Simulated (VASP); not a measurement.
Set up this calculation in VASP 6.6.1, as the native input.

```
Task                   : single point
Functional             : r2SCAN
Potentials or basis    : VASP PAW PBE potentials, release 64 (Ba_sv, Ti_sv, O)
Cutoff                 : 520 eV
k mesh                 : 6 × 6 × 6
Occupations            : gaussian, width 0.01 eV
Spin                   : no spin polarisation
Dipole correction      : no
Further INCAR settings : ALGO = Normal; EDIFF = 1e-07; NBANDS = 28
```

Crystal: BaTiO3.

```xyz
5
Lattice="2.8402 1.6398 2.3314 -2.8402 1.6398 2.3314 0.0000 -3.2796 2.3314" Properties=species:S:1:pos:R:3 pbc="T T T"
Ba    0.0000    0.0000   -0.0224
Ti    0.0000    0.0000    3.3809
O     0.0000    1.6085    2.4223
O    -1.3930   -0.8043    2.4223
O     1.3930   -0.8043    2.4223
```

The input as run:

POSCAR

```
BaTiO3
1.0
    2.8402057435      1.6397935506      2.3313653756
   -2.8402057435      1.6397935506      2.3313653756
    0.0000000000     -3.2795871012      2.3313653755
Ba Ti O
1 1 3
Direct
   -0.0031997338     -0.0031997338     -0.0031997338
    0.4833974219      0.4833974219      0.4833974219
    0.5098204149      0.5098204149      0.0193614819
    0.0193614819      0.5098204149      0.5098204149
    0.5098204149      0.0193614819      0.5098204149
```

INCAR.step1

```
PREC = Accurate ; ENCUT = 520
ISMEAR = 0 ; SIGMA = 0.01
LREAL = F ; LASPH = T
NELM = 100 ; NBANDS = 28
GGA = PE ; ALGO = Normal
EDIFF = 1E-4 ; LWAVE = T
LCHARG = F
```

INCAR.step2

```
PREC = Accurate ; ENCUT = 520
EDIFF = 1E-7 ; ISMEAR = 0
SIGMA = 0.01 ; LREAL = F
LASPH = T ; NELM = 100
ALGO = Normal ; ISIF = 2
LWAVE = F ; LCHARG = F
METAGGA = R2SCAN ; LMIXTAU = T
NBANDS = 28 ; ISTART = 1
```

KPOINTS

```
regular mesh
0
Gamma
  6 6 6
```

Potentials or basis: VASP PAW PBE potentials, release 64 (Ba_sv, Ti_sv, O).

Launch:

```bash
$ cat potpaw_PBE.64/Ba_sv/POTCAR potpaw_PBE.64/Ti_sv/POTCAR potpaw_PBE.64/O/POTCAR > POTCAR
$ cp INCAR.step1 INCAR
$ mpirun -np 1 vasp_std > vasp.out
$ cp INCAR.step2 INCAR
$ mpirun -np 1 vasp_std > vasp.out
```

It gave:

```
Pressure               : 1.9 GPa
Largest force          : 0.166 eV/Å
Band gap on the k mesh : 2.84 eV, indirect (least direct gap 3.30 eV)
```

Caveat: the PAW data sets were made with another functional, which shifts forces and pressure a little; spin-orbit coupling is left out, which moves the levels of the heavy elements.

Run time: 4.2 min on 1 thread of Intel(R) Xeon(R) Platinum 8375C CPU @ 2.90GHz (Ice Lake) (shared host), peak memory 0.21 GiB.
